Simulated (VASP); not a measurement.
# TlPdCl3 (Pm-3m) in VASP: a series of runs

Runs on TlPdCl3. Level: PBE. Tasks: single point, relaxation of cell and atoms.

Program: VASP 6.6.1. These are calculated values, not measurements. Logs are shortened: lines on timing, memory, paths and dates and some standing lists are left out, and cuts for length are marked.

## 1. The cell of the first run

Symmetry: Pm-3m, No. 221, cubic system. The conventional cell has a = 4.607 Å, b = 4.607 Å, c = 4.607 Å, α = 90.00°, β = 90.00°, γ = 90.00°. Within 3.0 Å of Tl (site symmetry m-3m) lie 6 Cl at 2.30 Å. Pd (site symmetry m-3m) has 12 Cl at 3.26 Å and 8 Tl at 3.99 Å within 4.3 Å. Cl (site symmetry 4/mmm) has 2 Tl at 2.30 Å within 3.0 Å.

The cell was generated, and may not be a known phase.

## 2. Single point, PBE

File INCAR:

```
PREC     = Accurate       # precision mode
ENCUT    = 520            # plane-wave cutoff, eV
EDIFF    = 1E-6           # SCF threshold, eV
ISMEAR   = 0              # smearing method
SIGMA    = 0.1            # smearing width, eV
LREAL    = F              # projectors in reciprocal space
LASPH    = T              # aspherical terms in the spheres
NELM     = 100            # most SCF steps
ALGO     = Normal         # electronic algorithm
ISIF     = 2              # what is computed and relaxed
LWAVE    = F              # write WAVECAR
LCHARG   = F              # write CHGCAR
GGA      = PE             # functional
NBANDS   = 30             # bands
```

File KPOINTS:

```
regular mesh
0
Gamma
  4 4 4
```

File POSCAR:

```
TlPdCl3
1.0
    4.6069915000      0.0000000000      0.0000000000
    0.0000000000      4.6069915000      0.0000000000
    0.0000000000      0.0000000000      4.6069915000
Tl Pd Cl
1 1 3
Direct
    0.5000000000      0.5000000000      0.5000000000
    0.0000000000      0.0000000000      0.0000000000
    0.0000000000      0.5000000000      0.5000000000
    0.5000000000      0.0000000000      0.5000000000
    0.5000000000      0.5000000000      0.0000000000
```

Potentials or basis: VASP PAW PBE potentials, release 64 (Tl_d, Pd, Cl).

Run with:

```bash
$ cat potpaw_PBE.64/Tl_d/POTCAR potpaw_PBE.64/Pd/POTCAR potpaw_PBE.64/Cl/POTCAR > POTCAR
$ mpirun -np 1 vasp_std > vasp.out
```

OUTCAR:

```text
PREC = Accurate
   ENCUT = 520
   EDIFF = 1E-6
   ISMEAR = 0
   LREAL = F
   LASPH = T
   NELM = 100
   ISIF = 2
   GGA = PE

 ion  position               nearest neighbor table
   1  0.500  0.500  0.500-   3 2.30   4 2.30   5 2.30   5 2.30   4 2.30   3 2.30
   2  0.000  0.000  0.000-
   3  0.000  0.500  0.500-   1 2.30   1 2.30
   4  0.500  0.000  0.500-   1 2.30   1 2.30
   5  0.500  0.500  0.000-   1 2.30   1 2.30

  LATTYP: Found a simple cubic cell.
 ALAT       =     4.6069915000

  Lattice vectors:

 A1 = (   4.6069915000,   0.0000000000,   0.0000000000)
 A2 = (   0.0000000000,   4.6069915000,   0.0000000000)
 A3 = (   0.0000000000,   0.0000000000,   4.6069915000)

Analysis of symmetry for initial positions (statically):
=====================================================================
 Subroutine PRICEL returns:
 Original cell was already a primitive cell.

 Routine SETGRP: Setting up the symmetry group for a
 simple cubic supercell.

 Subroutine GETGRP returns: Found 48 space group operations
 (whereof 48 operations were pure point group operations)
 out of a pool of 48 trial point group operations.

The static configuration has the point symmetry O_h .

Analysis of symmetry for dynamics (positions and initial velocities):
=====================================================================
 Subroutine PRICEL returns:
 Original cell was already a primitive cell.

 Routine SETGRP: Setting up the symmetry group for a
 simple cubic supercell.

 Subroutine GETGRP returns: Found 48 space group operations
 (whereof 48 operations were pure point group operations)
 out of a pool of 48 trial point group operations.

The dynamic configuration has the point symmetry O_h .

 Subroutine INISYM returns: Found 48 space group operations
 (whereof 48 operations are pure point group operations),
 and found     1 'primitive' translations

----------------------------------------------------------------------------------------

                                     Primitive cell

  volume of cell :      97.7805

  direct lattice vectors                    reciprocal lattice vectors
     4.606991500  0.000000000  0.000000000     0.217061395  0.000000000  0.000000000
     0.000000000  4.606991500  0.000000000     0.000000000  0.217061395  0.000000000
     0.000000000  0.000000000  4.606991500     0.000000000  0.000000000  0.217061395

  length of vectors
     4.606991500  4.606991500  4.606991500     0.217061395  0.217061395  0.217061395

  position of ions in fractional coordinates (direct lattice)
     0.500000000  0.500000000  0.500000000
     0.000000000  0.000000000  0.000000000
     0.000000000  0.500000000  0.500000000
     0.500000000  0.000000000  0.500000000
     0.500000000  0.500000000  0.000000000

  ion indices of the primitive-cell ions
   primitive index   ion index
                 1           1
                 2           2
                 3           3
                 4           4
                 5           5

----------------------------------------------------------------------------------------

 KPOINTS: regular mesh

Automatic generation of k-mesh.
 Grid dimensions read from file:
 generate k-points for:    4    4    4

 Generating k-lattice:

  Cartesian coordinates                     Fractional coordinates (reciprocal lattice)
     0.054265349  0.000000000  0.000000000     0.250000000  0.000000000  0.000000000
     0.000000000  0.054265349  0.000000000     0.000000000  0.250000000  0.000000000
     0.000000000  0.000000000  0.054265349     0.000000000  0.000000000  0.250000000

  Length of vectors
     0.054265349  0.054265349  0.054265349

  Shift w.r.t. Gamma in fractional coordinates (k-lattice)
     0.000000000  0.000000000  0.000000000

 Subroutine IBZKPT returns following result:
 ===========================================

 Found     10 irreducible k-points:

 Following reciprocal coordinates:
            Coordinates               Weight
  0.000000  0.000000  0.000000      1.000000
  0.250000  0.000000  0.000000      6.000000
  0.500000  0.000000  0.000000      3.000000
  0.250000  0.250000  0.000000     12.000000
  0.500000  0.250000  0.000000     12.000000
  0.500000  0.500000  0.000000      3.000000
  0.250000  0.250000  0.250000      8.000000
  0.500000  0.250000  0.250000     12.000000
  0.500000  0.500000  0.250000      6.000000
  0.500000  0.500000  0.500000      1.000000
   k-points           NKPTS =     10   k-points in BZ     NKDIM =     10   number of bands    NBANDS=     30
   number of dos      NEDOS =    301   number of ions     NIONS =      5
   total plane-waves  NPLWV =  46656
   dimension x,y,z NGX =    36 NGY =   36 NGZ =   36
   dimension x,y,z NGXF=    72 NGYF=   72 NGZF=   72
   ions per type =               1   1   3
   NGX,Y,Z   is equivalent  to a cutoff of  12.99, 12.99, 12.99 a.u.
   NGXF,Y,Z  is equivalent  to a cutoff of  25.98, 25.98, 25.98 a.u.
 SYSTEM =  unknown system
   PREC   = accura    normal or accurate (medium, high low for compatibility)
   ISTART =      0    job   : 0-new  1-cont  2-samecut
   ICHARG =      2    charge: 1-file 2-atom 10-const
   ISPIN  =      1    spin polarized calculation?
   LNONCOLLINEAR =      F non collinear calculations
   LSORBIT =      F    spin-orbit coupling
   LASPH  =      T    aspherical Exc in radial PAW
   ENCUT  =  520.0 eV  38.22 Ry    6.18 a.u.   8.57  8.57  8.57*2*pi/ulx,y,z
   NELM   =    100;   NELMIN=  2; NELMDL= -5     # of ELM steps
   EDIFF  = 0.1E-05   stopping-criterion for ELM
   LREAL  =      F    real-space projection
   EDIFFG = 0.1E-04   stopping-criterion for IOM
   NSW    =      0    number of steps for IOM
   IBRION =     -1    ionic relax: 0-MD 1-quasi-New 2-CG
   NFREE  =      0    steps in history (QN), initial steepest desc. (CG)
   ISIF   =      2    stress and relaxation
   ISYM   =      2    0-nonsym 1-usesym 2-fastsym
   POTIM  = 0.5000    time-step for ionic-motion
   TEBEG  =    0.0;   TEEND  =   0.0 temperature during run
   PSTRESS=    0.0 pullay stress
   NELECT =      44.0000    total number of electrons
   NUPDOWN=      -1.0000    fix difference up-down
   EMIN   =  10.00;   EMAX   =-10.00  energy-range for DOS
   EFERMI =   0.00;   METHOD = LEGACY
   ISMEAR =     0;   SIGMA  =   0.10  broadening in eV -4-tet -1-fermi 0-gaus
   EFERMI_NEDOS =   21; number of points for ismear=-14 and -15
   IALGO  =     38    algorithm
   IMIX   =      4    mixing-type and parameters
     AMIX     =   0.40;   BMIX     =  1.00
     AMIX_MAG =   1.60;   BMIX_MAG =  1.00
  volume/ion in A,a.u.               =      19.56       131.97
  Fermi-wavevector in a.u.,A,eV,Ry     =   1.254512  2.370685 21.412869  1.573802
  Thomas-Fermi vector in A             =   2.388314
   LORBIT       =      0    0 simple, 1 ext, 2 COOP (PROOUT), +10 PAW based schemes
   GGA     = PE    functional components
   LHFCALC =     F    Hartree Fock is set to
   AEXX    =    0.0000 exact exchange contribution
   IVDW    =     0    specifies the selected vdW correction
   LEPSILON=     F    determine dielectric tensor
   LRPA    =     F    only Hartree local field effects (RPA)
 non-spin polarized calculation
 Gauss-broadening in eV      SIGMA  =   0.10
  energy-cutoff  :      520.00
  volume of cell :       97.78
 maximum number of plane-waves:      2666
 NGX is ok and might be reduce to    36
   NGX = 17   NGY = 17   NGZ = 17

 number of electron      44.0000012 magnetization

 Free energy of the ion-electron system (eV)
  ---------------------------------------------------
  ext. energy  EPLUGINS =         0.00000000
  ---------------------------------------------------
  free energy    TOTEN  =        -8.99388234 eV

  energy without entropy =       -8.96868037  energy(sigma->0) =       -8.98128135

 E-fermi :   6.4440     XC(G=0): -10.3762

 val. band max:        6.4056368483   @ k =   0.5000   0.5000   0.0000
 cond. band min:       6.5818517460   @ k =   0.2500   0.2500   0.0000
 fundamental gap:      0.1762148977
 Fermi energy:         6.4439545025

 k-point     1 :       0.0000    0.0000    0.0000
  band No.  band energies     occupation
      1     -12.0212      2.00000
      2     -11.0799      2.00000
      3     -11.0799      2.00000
      4      -6.2564      2.00000
      5      -6.2564      2.00000
      6      -6.2564      2.00000
[... 22 lines left out ...]
     29      13.8880      0.00000
     30      15.5530      0.00000

 k-point     2 :       0.2500    0.0000    0.0000
  band No.  band energies     occupation
      1     -11.8396      2.00000
      2     -11.0734      2.00000
      3     -10.8790      2.00000
      4      -6.3016      2.00000
      5      -6.3016      2.00000
      6      -6.2551      2.00000
[... 22 lines left out ...]
     29      14.2544      0.00000
     30      15.0974      0.00000

 k-point     3 :       0.5000    0.0000    0.0000
  band No.  band energies     occupation
      1     -11.6954      2.00000
      2     -11.0668      2.00000
      3     -10.4895      2.00000
      4      -7.2806      2.00000
      5      -6.3454      2.00000
      6      -6.3454      2.00000
[... 22 lines left out ...]
     29      14.0691      0.00000
     30      14.6597      0.00000

 k-point     4 :       0.2500    0.2500    0.0000
  band No.  band energies     occupation
      1     -11.6372      2.00000
      2     -10.9352      2.00000
      3     -10.8241      2.00000
      4      -6.3526      2.00000
      5      -6.3326      2.00000
      6      -6.3010      2.00000
[... 154 lines left out ...]
     29      13.7197      0.00000
     30      13.8448      0.00000

 k-point     9 :       0.5000    0.5000    0.2500
  band No.  band energies     occupation
      1     -10.9836      2.00000
      2     -10.4396      2.00000
      3     -10.4396      2.00000
      4      -7.5458      2.00000
      5      -7.0270      2.00000
      6      -6.4519      2.00000
[... 22 lines left out ...]
     29      13.1877      0.00000
     30      13.3348      0.00000

 k-point    10 :       0.5000    0.5000    0.5000
  band No.  band energies     occupation
      1     -10.4267      2.00000
      2     -10.4267      2.00000
      3     -10.4267      2.00000
      4      -7.5446      2.00000
      5      -7.5446      2.00000
      6      -6.4481      2.00000
[... 22 lines left out ...]
     29      14.5515      0.00000
     30      14.5515      0.00000

------------------------ aborting loop because EDIFF is reached ----------------------------------------

  FORCE on cell =-STRESS in cart. coord.  units (eV):
  Direction    XX          YY          ZZ          XY          YZ          ZX
  --------------------------------------------------------------------------------------
  -------------------------------------------------------------------------------------
  Total       20.4908667     20.4908667     20.4908667     -0.0000000      0.0000000     -0.0000000
  in kB      335.7520536    335.7520536    335.7520536     -0.0000000      0.0000000     -0.0000000
  external PRESSURE =     335.7520536 kB  Pullay stress =       0.0000000 kB

 VOLUME and BASIS-vectors are now :
 -----------------------------------------------------------------------------
  energy-cutoff  :      520.00
  volume of cell :       97.78
      direct lattice vectors                 reciprocal lattice vectors
     4.606991500  0.000000000  0.000000000     0.217061395  0.000000000  0.000000000
     0.000000000  4.606991500  0.000000000     0.000000000  0.217061395  0.000000000
     0.000000000  0.000000000  4.606991500     0.000000000  0.000000000  0.217061395

 POSITION                                       TOTAL-FORCE (eV/Angst)
 -----------------------------------------------------------------------------------
      2.30350      2.30350      2.30350         0.000000      0.000000      0.000000
      0.00000      0.00000      0.00000         0.000000      0.000000      0.000000
      0.00000      2.30350      2.30350         0.000000      0.000000      0.000000
      2.30350      0.00000      2.30350         0.000000      0.000000      0.000000
      2.30350      2.30350      0.00000         0.000000      0.000000      0.000000
 -----------------------------------------------------------------------------------
    total drift:                                0.000000      0.000000      0.000000

  FREE ENERGIE OF THE ION-ELECTRON SYSTEM (eV)
  ---------------------------------------------------
  free  energy   TOTEN  =        -8.9938823369 eV

  energy  without entropy=       -8.9686803650  energy(sigma->0) =       -8.98128135
```

It took 40 s on 1 thread of Intel Xeon 8259CL, shared host; peak memory 0.22 GiB.

What came out:

| Property | Result |
| --- | --- |
| Free energy | -8.9939 eV |
| Pressure | 33.6 GPa |
| Band gap on the k mesh | zero (bands 22 and 23 overlap by 0.51 eV) |

Caveat: the cell stands under pressure; spin-orbit coupling is left out, which moves the levels of the heavy elements.

[end of part 1 of 2]

The gap in the log of VASP goes by the Fermi energy; the results here count the filled bands.